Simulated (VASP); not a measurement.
Input of a VASP 6.6.1 run:

The input INCAR:

```
ALGO = Normal
EDIFF = 1E-6
ENCUT = 520
GGA = CA
ISIF = 2
ISMEAR = -1
LASPH = T
LCHARG = F
LREAL = F
LWAVE = F
NBANDS = 13
NELM = 60
PREC = Accurate
SIGMA = 0.08
```

File KPOINTS:

```
k-points
0
Gamma
  16 16 16
```

File POSCAR:

```
Ge
1.0
   -1.6381876701      1.6381876701      1.6381876701
    1.6381876701     -1.6381876701      1.6381876701
    1.6381876701      1.6381876701     -1.6381876701
Ge
1
Direct
    0.0000000000      0.0000000000      0.0000000000
```

Potentials or basis: VASP PAW LDA potentials, release 64 (Ge_d).

The run is started by

```bash
$ cat potpaw_LDA.64/Ge_d/POTCAR > POTCAR
$ mpirun -np 1 vasp_std > vasp.out
```

Problem. What does it give for the pressure?

Solution. 1.7 GPa.

Problem. Estimate the band gap on the k mesh.

Solution. Zero (bands 7 and 8 overlap by 12.93 eV).
